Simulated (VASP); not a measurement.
Wanted: the native input for a VASP 6.6.1 run.

* Task: single point
* Functional: LDA
* Potentials or basis: VASP PAW LDA potentials, release 64 (Na_pv, I)
* Cutoff: 520 eV
* k mesh: 8 × 8 × 8
* Occupations: fermi-dirac, width 0.02 eV
* Spin: no spin polarisation
* Dipole correction: no
* Further INCAR settings: ALGO = Normal; EDIFF = 1e-06; NBANDS = 14

The structure of NaI lies in POSCAR:

```
NaI
1.0
    0.0000000000      3.1703324822      3.1703324822
    3.1703324822      0.0000000000      3.1703324822
    3.1703324822      3.1703324822      0.0000000000
Na I
1 1
Direct
    0.0000000000      0.0000000000      0.0000000000
    0.5000000000      0.5000000000      0.5000000000
```

These files were run (other wordings do the same):

INCAR

```
ALGO = Normal
EDIFF = 1E-6
ENCUT = 520
GGA = CA
ISIF = 2
ISMEAR = -1
LASPH = T
LCHARG = F
LREAL = F
LWAVE = F
NBANDS = 14
NELM = 100
PREC = Accurate
SIGMA = 0.02
```

KPOINTS

```
k-points
0
Gamma
  8 8 8
```

Potentials or basis: VASP PAW LDA potentials, release 64 (Na_pv, I).

Run with:

```bash
$ cat potpaw_LDA.64/Na_pv/POTCAR potpaw_LDA.64/I/POTCAR > POTCAR
$ mpirun -np 1 vasp_std > vasp.out
```

Results of the run:

The pressure is -0.7 GPa and the band gap on the k mesh is 3.52 eV.

Caveat: spin-orbit coupling is left out, which moves the levels of the heavy elements.

It took 22 s on 1 thread of Intel(R) Xeon(R) Platinum 8259CL CPU @ 2.50GHz (Skylake/Cascade Lake) (shared host), peak memory 0.18 GiB.
